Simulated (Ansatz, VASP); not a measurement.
**Mn in VASP and in Ansatz**

Contents of INCAR:

```
SYSTEM = Mn
ALGO = Normal ; EDIFF = 1E-7
EDIFFG = -0.01 ; ENCUT = 600
GGA = RE ; IBRION = 2
ISIF = 3 ; ISMEAR = -1
LASPH = .TRUE. ; LCHARG = .FALSE.
LREAL = .FALSE. ; LWAVE = .FALSE.
NELM = 80 ; NSW = 80
PREC = Accurate ; SIGMA = 0.1
```

Contents of KPOINTS:

```
k-points
0
G
  15 15 15
  0 0 0
```

The input POSCAR:

```
Mn
1.0
    0.0000000000      1.8043883278      1.8043883278
    1.8043883278      0.0000000000      1.8043883278
    1.8043883278      1.8043883278      0.0000000000
Mn
1
Direct
    0.0000000000      0.0000000000      0.0000000000
```

Input for Ansatz:

```yaml
crystal:
  lattice:
    - [0.0, 1.8043883278, 1.8043883278]
    - [1.8043883278, 0.0, 1.8043883278]
    - [1.8043883278, 1.8043883278, 0.0]
  atoms:
    - { symbol: Mn, position: [0.0, 0.0, 0.0] }
hamiltonian:
  xc: revpbe
  pseudopotentials:
    kind: paw
    azcp:
      Mn: "pseudopotentials/Mn.paw.azcp"
basis:
  ecutwfc: 420
  fft_grid_basis: typed
kpoints:
  mp_grid: { grid: [15, 15, 15], shift: [0, 0, 0] }
magnetization:
  spin_polarized: false
scf:
  occupations: { method: fermi_dirac, width: 0.1 }
relax:
  max_steps: 60
  f_tol: 0.01
  cell: {}
output:
  write_density: true
  write_potential: true
  elf: true
  volumetric_format: npy
```

Alike in both runs: task relaxation of cell and atoms; functional revPBE; k mesh 15 × 15 × 15; occupations fermi-dirac, width 0.1 eV; no spin polarisation.

|  | VASP | Ansatz |
| --- | --- | --- |
| version | VASP 6.6.1 | Ansatz 0.2.0 |
| potentials or method | VASP PAW PBE potentials, release 64 (Mn_pv), cutoff 600 eV | plane waves (420 eV) with PAW, scalar-relativistic |
| valence electrons in the cell | 13 | 15 |

|  | VASP | Ansatz | Ansatz less VASP |
| --- | --- | --- | --- |
| relaxed volume (Å³/atom) | 10.91 | 10.91 | -0.001 |
| relaxed cell length with the largest relative difference (Å) | 2.490 | 2.490 | -0.0001 |

VASP's potentials were made for PBE, not for revPBE. VASP's potentials hold 13 valence electrons a cell and Ansatz's 15, so a difference there can come from the potentials and not from the codes.
